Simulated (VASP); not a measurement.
Set up this calculation in VASP 6.6.1, as the native input.

* Task: single point
* Functional: PBE
* Potentials or basis: VASP PAW PBE potentials, release 64 (Co, Si)
* Cutoff: 520 eV
* k mesh: 14 × 14 × 14
* Occupations: gaussian, width 0.15 eV
* Spin: collinear spin, ferromagnetic start
* Starting moments: [2.2, 0.0, 0.0] μB
* Fixed moment: 2.2 μB
* Dipole correction: no
* Further INCAR settings: ALGO = Normal; EDIFF = 1e-07; NBANDS = 20

The structure of CoSi2 lies in POSCAR:

```
CoSi2
1.0
    0.0000000000      2.6066888915      2.6066888915
    2.6066888915      0.0000000000      2.6066888915
    2.6066888915      2.6066888915      0.0000000000
Co Si
1 2
Direct
    0.0000000000      0.0000000000      0.0000000000
    0.2500000000      0.2500000000      0.2500000000
    0.7500000000      0.7500000000      0.7500000000
```

These files were run (other wordings do the same):

INCAR

```
SYSTEM = CoSi2
PREC = Accurate
ENCUT = 520
EDIFF = 1E-7
ISMEAR = 0
SIGMA = 0.15
LREAL = .False.
LASPH = .True.
NELM = 150
ALGO = Normal
ISIF = 2
LWAVE = .False.
LCHARG = .False.
ISPIN = 2
MAGMOM = 2.2 0 0
LORBIT = 11
NUPDOWN = 2.2
LMAXMIX = 4
GGA = PE
NBANDS = 20
```

KPOINTS

```
regular mesh
0
Gamma
  14 14 14
  0 0 0
```

Potentials or basis: VASP PAW PBE potentials, release 64 (Co, Si).

Launch:

```bash
$ cat potpaw_PBE.64/Co/POTCAR potpaw_PBE.64/Si/POTCAR > POTCAR
$ mpirun -np 1 vasp_std > vasp.out
```

It gave:

The pressure is 35.7 GPa, the net moment is 2.20 μB per cell and the site moments are Co +1.33; Si +0.19 μB. The valence electrons inside the program's atomic spheres are Co 9.01; Si 1.68.

Caveat: the cell stands under pressure; the total moment is fixed, so each spin has its own Fermi level.

Wall time 2.8 min on 1 thread of Intel Xeon 8259CL, with other jobs on the host, peak memory 0.25 GiB.
